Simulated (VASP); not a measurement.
ZnCu, 2 atoms in the cell. Symmetry: Cmmm, No. 65, orthorhombic system. The conventional cell has a = 2.976 Å, b = 4.243 Å, c = 4.141 Å, α = 90.00°, β = 90.00°, γ = 90.00°. Within 3.4 Å of Zn (site symmetry mmm) lie 8 Cu at 2.55 to 2.96 Å and 6 Zn at 2.59 to 2.98 Å. Cu (site symmetry mmm) has 8 Zn at 2.55 to 2.96 Å and 6 Cu at 2.59 to 2.98 Å within 3.4 Å. 

* Program: VASP 6.6.1
* Task: single point
* Functional: LDA
* Potentials or basis: VASP PAW LDA potentials, release 64 (Zn, Cu)
* Cutoff: 520 eV
* k mesh: 16 × 16 × 9
* Occupations: fermi-dirac, width 0.05 eV
* Spin: no spin polarisation
* Dipole correction: no
* Further INCAR settings: ALGO = Normal; EDIFF = 1e-06; NBANDS = 18

Potentials or basis: VASP PAW LDA potentials, release 64 (Zn, Cu).

Run with:

```bash
$ cat potpaw_LDA.64/Zn/POTCAR potpaw_LDA.64/Cu/POTCAR > POTCAR
$ mpirun -np 1 vasp_std > vasp.out
```

Hardware: 1 thread of Intel(R) Xeon(R) 6975P-C (Granite Rapids) (shared host).

Question: Estimate the wall time of this run.

Answer: Wall time 50 s on 1 thread of Intel(R) Xeon(R) 6975P-C (Granite Rapids), on a shared host, peak memory 0.28 GiB. Counts: scf iterations 13, k points 365.
